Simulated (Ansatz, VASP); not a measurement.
**CdS in VASP and in Ansatz**

```xyz
2
Lattice="-1.8496 2.0764 3.4141 1.8496 -2.0764 3.4141 1.8496 2.0764 -3.4141" Properties=species:S:1:pos:R:3 pbc="T T T"
Cd    0.0000    0.0000    0.0000
S     0.0000    2.0764    0.0000
```

Alike in both runs: task single point; functional PBE; k mesh 6 × 6 × 6; occupations gaussian, width 0.1 eV; no spin polarisation.

|  | VASP | Ansatz |
| --- | --- | --- |
| version | VASP 6.6.1 | Ansatz 0.2.0 |
| potentials or method | VASP PAW PBE potentials, release 64 (Cd, S), cutoff 520 eV | scalar-relativistic, plane waves, PAW |
| valence electrons in the cell | 18 | 26 |

|  | VASP | Ansatz | Ansatz less VASP |
| --- | --- | --- | --- |
| gap on the k mesh at the Fermi level (eV) | 0.62 | 0.61 | -0.018 |
| least direct gap on the mesh (eV) | 1.71 | 1.73 | +0.016 |
| pressure (GPa) | 21.6 | 20.6 | -1.02 |
| traceless stress, the component that is largest in VASP (GPa) | 39.82 | 37.83 | -1.997 |

VASP's potentials hold 18 valence electrons a cell and Ansatz's 26, so a difference there can come from the potentials and not from the codes.
